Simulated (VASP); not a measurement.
# SiC in VASP: notebook

Runs on SiC. Level: LDA. Tasks: single point, relaxation of cell and atoms.

All numbers are computed with VASP 6.6.1; they aren't measurements. Logs are shortened: lines on timing, memory, paths and dates and some standing lists are left out, and cuts for length are marked.

### 1 The cell of the first run

It takes space group P6_3mc (No. 186, hexagonal). Conventional cell: a = 3.059 Å, b = 3.059 Å, c = 15.010 Å, α = 90.00°, β = 90.00°, γ = 120.00°. Si (site symmetry 3m) has 4 C at 1.87 to 1.88 Å within 2.5 Å. Within 2.5 Å of Si (site symmetry 3m) lie 4 C at 1.87 to 1.88 Å. Within 2.5 Å of Si (site symmetry 3m) lie 4 C at 1.87 to 1.88 Å. Within 2.5 Å of C (site symmetry 3m) lie 4 Si at 1.87 to 1.88 Å. C (site symmetry 3m) has 4 Si at 1.87 to 1.88 Å within 2.5 Å. C (site symmetry 3m) has 4 Si at 1.87 to 1.88 Å within 2.5 Å.

### 2 Single point, LDA

The input, INCAR:

```
SYSTEM = SiC
PREC = Accurate ; ENCUT = 520
EDIFF = 1E-7 ; ISMEAR = 0
SIGMA = 0.01 ; LREAL = .FALSE.
LASPH = .TRUE. ; NELM = 80
ALGO = Normal ; ISIF = 2
LWAVE = .FALSE. ; LCHARG = .FALSE.
GGA = CA ; NBANDS = 36
```

The input, KPOINTS:

```
Automatic mesh
0
G
  8 8 2
  0 0 0
```

The input, POSCAR:

```
SiC
1.0
    3.0593234053      0.0000000000      0.0000000000
   -1.5296617026      2.6494517874      0.0000000000
    0.0000000000      0.0000000000     15.0102989101
Si C
6 6
Direct
    0.0000000000      0.0000000000      0.1250419184
    0.0000000000      0.0000000000      0.6250419184
    0.3333333333      0.6666666667      0.2918210564
    0.6666666667      0.3333333333      0.7918210564
    0.3333333333      0.6666666667      0.9583102821
    0.6666666667      0.3333333333      0.4583102821
    0.0000000000      0.0000000000     -0.0003164871
    0.0000000000      0.0000000000      0.4996835129
    0.3333333333      0.6666666667      0.1668256037
    0.6666666667      0.3333333333      0.6668256037
    0.3333333333      0.6666666667      0.8333176265
    0.6666666667      0.3333333333      0.3333176265
```

Potentials or basis: VASP PAW LDA potentials, release 64 (Si, C).

On the command line:

```console
$ cat potpaw_LDA.64/Si/POTCAR potpaw_LDA.64/C/POTCAR > POTCAR
$ mpirun -np 1 vasp_std > vasp.out
```

OUTCAR:

```text
SYSTEM = SiC
   PREC = Accurate
   ENCUT = 520
   EDIFF = 1E-7
   ISMEAR = 0
   LREAL = .FALSE.
   LASPH = .TRUE.
   NELM = 80
   ISIF = 2
   GGA = CA

 ion  position               nearest neighbor table
   1  0.000  0.000  0.125-   9 1.87   9 1.87   9 1.87   7 1.88   5 3.06   5 3.06   5 3.06   3 3.06
                             3 3.06   3 3.06
   2  0.000  0.000  0.625-  10 1.87  10 1.87  10 1.87   8 1.88   6 3.06   6 3.06   6 3.06   4 3.06
                             4 3.06   4 3.06
   3  0.333  0.667  0.292-  12 1.87  12 1.87  12 1.87   9 1.88   6 3.06   6 3.06   6 3.06   1 3.06
                             1 3.06   1 3.06
   4  0.667  0.333  0.792-  11 1.87  11 1.87  11 1.87  10 1.88   5 3.06   5 3.06   5 3.06   2 3.06
                             2 3.06   2 3.06
   5  0.333  0.667  0.958-   7 1.87   7 1.87   7 1.87  11 1.88   4 3.06   4 3.06   4 3.06   1 3.06
                             1 3.06   1 3.06
   6  0.667  0.333  0.458-   8 1.87   8 1.87   8 1.87  12 1.88   3 3.06   3 3.06   3 3.06   2 3.06
                             2 3.06   2 3.06
   7  0.000  0.000  1.000-   5 1.87   5 1.87   5 1.87   1 1.88
   8  0.000  0.000  0.500-   6 1.87   6 1.87   6 1.87   2 1.88
   9  0.333  0.667  0.167-   1 1.87   1 1.87   1 1.87   3 1.88
  10  0.667  0.333  0.667-   2 1.87   2 1.87   2 1.87   4 1.88
  11  0.333  0.667  0.833-   4 1.87   4 1.87   4 1.87   5 1.88
  12  0.667  0.333  0.333-   3 1.87   3 1.87   3 1.87   6 1.88

  LATTYP: Found a hexagonal cell.
 ALAT       =     3.0593234053
 C/A-ratio  =     4.9064112948

  Lattice vectors:

 A1 = (   3.0593234053,   0.0000000000,   0.0000000000)
 A2 = (  -1.5296617026,   2.6494517874,   0.0000000000)
 A3 = (   0.0000000000,   0.0000000000,  15.0102989101)

Analysis of symmetry for initial positions (statically):
=====================================================================
 Subroutine PRICEL returns:
 Original cell was already a primitive cell.

 Routine SETGRP: Setting up the symmetry group for a
 hexagonal supercell.

 Subroutine GETGRP returns: Found 12 space group operations
 (whereof  6 operations were pure point group operations)
 out of a pool of 24 trial point group operations.

The static configuration has the point symmetry C_3v.
 The point group associated with its full space group is C_6v.

Analysis of symmetry for dynamics (positions and initial velocities):
=====================================================================
 Subroutine PRICEL returns:
 Original cell was already a primitive cell.

 Routine SETGRP: Setting up the symmetry group for a
 hexagonal supercell.

 Subroutine GETGRP returns: Found 12 space group operations
[... 133 lines left out ...]
   EFERMI =   0.00;   METHOD = LEGACY
   ISMEAR =     0;   SIGMA  =   0.01  broadening in eV -4-tet -1-fermi 0-gaus
   EFERMI_NEDOS =   21; number of points for ismear=-14 and -15
   IALGO  =     38    algorithm
   IMIX   =      4    mixing-type and parameters
     AMIX     =   0.40;   BMIX     =  1.00
     AMIX_MAG =   1.60;   BMIX_MAG =  1.00
  volume/ion in A,a.u.               =      10.14        68.42
  Fermi-wavevector in a.u.,A,eV,Ry     =   1.200692  2.268979 19.614996  1.441662
  Thomas-Fermi vector in A             =   2.336521
   LORBIT       =      0    0 simple, 1 ext, 2 COOP (PROOUT), +10 PAW based schemes
   GGA     = CA    functional components
   LHFCALC =     F    Hartree Fock is set to
   AEXX    =    0.0000 exact exchange contribution
   IVDW    =     0    specifies the selected vdW correction
   LEPSILON=     F    determine dielectric tensor
   LRPA    =     F    only Hartree local field effects (RPA)
 non-spin polarized calculation
 Gauss-broadening in eV      SIGMA  =   0.01
  energy-cutoff  :      520.00
  volume of cell :      121.67
 maximum number of plane-waves:      3319
 NGX is ok and might be reduce to    24
   NGX = 11   NGY = 11   NGZ = 55

 number of electron      47.9999996 magnetization

 Free energy of the ion-electron system (eV)
  ---------------------------------------------------
  ext. energy  EPLUGINS =         0.00000000
  ---------------------------------------------------
  free energy    TOTEN  =       -99.86542716 eV

  energy without entropy =      -99.86542716  energy(sigma->0) =      -99.86542716

 E-fermi :   8.4557     XC(G=0): -11.6407

 val. band max:        8.3393397497   @ k =   0.0000   0.0000   0.0000
 cond. band min:      10.3049600949   @ k =   0.5000   0.0000   0.0000
 fundamental gap:      1.9656203452
 Fermi energy:         8.4557408919

 k-point     1 :       0.0000    0.0000    0.0000
  band No.  band energies     occupation
      1      -7.1881      2.00000
      2      -6.6560      2.00000
      3      -6.6202      2.00000
      4      -5.0875      2.00000
      5      -5.0591      2.00000
      6      -3.4932      2.00000
[... 769 lines left out ...]
     35      17.2084      0.00000
     36      17.2089      0.00000

------------------------ aborting loop because EDIFF is reached ----------------------------------------

  FORCE on cell =-STRESS in cart. coord.  units (eV):
  Direction    XX          YY          ZZ          XY          YZ          ZX
  --------------------------------------------------------------------------------------
  -------------------------------------------------------------------------------------
  Total        0.3042540      0.3042540      0.3110211      0.0000000      0.0000000      0.0000000
  in kB        4.0066020      4.0066020      4.0957146      0.0000000      0.0000000      0.0000000
  external PRESSURE =       4.0363062 kB  Pullay stress =       0.0000000 kB

 VOLUME and BASIS-vectors are now :
 -----------------------------------------------------------------------------
  energy-cutoff  :      520.00
  volume of cell :      121.67
      direct lattice vectors                 reciprocal lattice vectors
     3.059323405  0.000000000  0.000000000     0.326869660  0.188718286  0.000000000
    -1.529661703  2.649451787  0.000000000     0.000000000  0.377436572  0.000000000
     0.000000000  0.000000000 15.010298910     0.000000000  0.000000000  0.066620925

 POSITION                                       TOTAL-FORCE (eV/Angst)
 -----------------------------------------------------------------------------------
      0.00000      0.00000      1.87692        -0.000000      0.000000      0.001131
      0.00000      0.00000      9.38207        -0.000000     -0.000000      0.001131
     -0.00000      1.76630      4.38032        -0.000000      0.000000     -0.000296
      1.52966      0.88315     11.88547        -0.000000      0.000000     -0.000296
     -0.00000      1.76630     14.38452        -0.000000     -0.000000     -0.001238
      1.52966      0.88315      6.87937         0.000000     -0.000000     -0.001238
      0.00000      0.00000     15.00555         0.000000      0.000000      0.000133
      0.00000      0.00000      7.50040        -0.000000      0.000000      0.000133
     -0.00000      1.76630      2.50410        -0.000000      0.000000      0.000510
      1.52966      0.88315     10.00925         0.000000      0.000000      0.000510
     -0.00000      1.76630     12.50835         0.000000     -0.000000     -0.000240
      1.52966      0.88315      5.00320        -0.000000      0.000000     -0.000240
 -----------------------------------------------------------------------------------
    total drift:                               -0.000000     -0.000000      0.000213

  FREE ENERGIE OF THE ION-ELECTRON SYSTEM (eV)
  ---------------------------------------------------
  free  energy   TOTEN  =       -99.8654271600 eV

  energy  without entropy=      -99.8654271600  energy(sigma->0) =      -99.86542716
```

Run time: 80 s. Hardware: 1 thread of Intel Xeon Platinum 8124M at 3.00GHz (Skylake/Cascade Lake), shared host; peak memory 0.22 GiB.

What came out:

| Property | Result |
| --- | --- |
| Free energy | -99.8654 eV |
| Pressure | 0.4 GPa |
| Band gap on the k mesh | 1.97 eV (least direct gap 3.07 eV) |

A k mesh can miss the band edges. LDA gaps usually lie below the measured ones, often by a third to a half.

### 3 Single point, LDA

The input, INCAR:

```
SYSTEM = SiC
PREC = Accurate
ENCUT = 520
EDIFF = 1E-6
ISMEAR = 0
SIGMA = 0.01
LREAL = .False.
LASPH = .True.
NELM = 80
ALGO = Normal
ISIF = 2
LWAVE = .False.
LCHARG = .False.
NBANDS = 36
```

The input, KPOINTS:

```
Automatic mesh
0
Gamma
  8 8 2
  0 0 0
```

The input, POSCAR:

```
SiC
1.0
    1.5296578369     -2.6494440759      0.0000000000
    1.5296578369      2.6494440759      0.0000000000
    0.0000000000      0.0000000000     15.0103014633
Si C
6 6
Direct
    0.1666661213      0.8333338787      0.8577026189
    0.8333338787      0.1666661213      0.3577026189
    0.5000006987      0.4999993013      0.5244815278
    0.4999993013      0.5000006987      0.0244815278
    0.8333334193      0.1666665807      0.6912130347
    0.1666665807      0.8333334193      0.1912130347
    0.5000003968      0.4999996032      0.6498397435
    0.4999996032      0.5000003968      0.1498397435
    0.1666664908      0.8333335092      0.9826972784
    0.8333335092      0.1666664908      0.4826972784
    0.8333333677      0.1666666323      0.8162057967
    0.1666666323      0.8333333677      0.3162057967
```

Potentials or basis: VASP PAW LDA potentials, release 64 (Si, C).

On the command line:

```console
$ cat potpaw_LDA.64/Si/POTCAR potpaw_LDA.64/C/POTCAR > POTCAR
$ mpirun -np 1 vasp_std > vasp.out
```

Wall time 71 s (1 thread of Intel Xeon Platinum 8124M at 3.00GHz (Skylake/Cascade Lake), shared host); peak memory 0.22 GiB.

The run converged. Its results:

```yaml
Free_energy: -99.8654 eV
Pressure: 0.4 GPa
Band_gap_on_the_k_mesh: 1.97 eV (least direct gap 3.07 eV)
```

Levels at points of the mesh, in eV from the valence-band top:
| k point | band 20 | band 21 | band 22 | band 23 | band 24 | band 25 | band 26 | band 27 | band 28 | band 29 |
| --- | --- | --- | --- | --- | --- | --- | --- | --- | --- | --- |
| (0.00, 0.00, 0.00) | -0.30 | -0.30 | -0.04 | 0.00 | 0.00 | 5.31 | 5.48 | 5.90 | 6.41 | 6.58 |
| (0.50, 0.00, 0.00) | -2.28 | -1.83 | -1.80 | -1.69 | -1.11 | 1.97 | 2.16 | 3.16 | 3.86 | 4.54 |
| (0.00, 0.00, 0.50) | -0.64 | -0.10 | -0.10 | -0.10 | -0.10 | 5.38 | 5.38 | 6.12 | 6.12 | 6.90 |
| (0.50, 0.00, 0.50) | -2.38 | -1.73 | -1.73 | -1.32 | -1.32 | 2.01 | 2.01 | 3.38 | 3.38 | 4.82 |

A k mesh can miss the band edges.

(Part 1 of 2 ends here.)
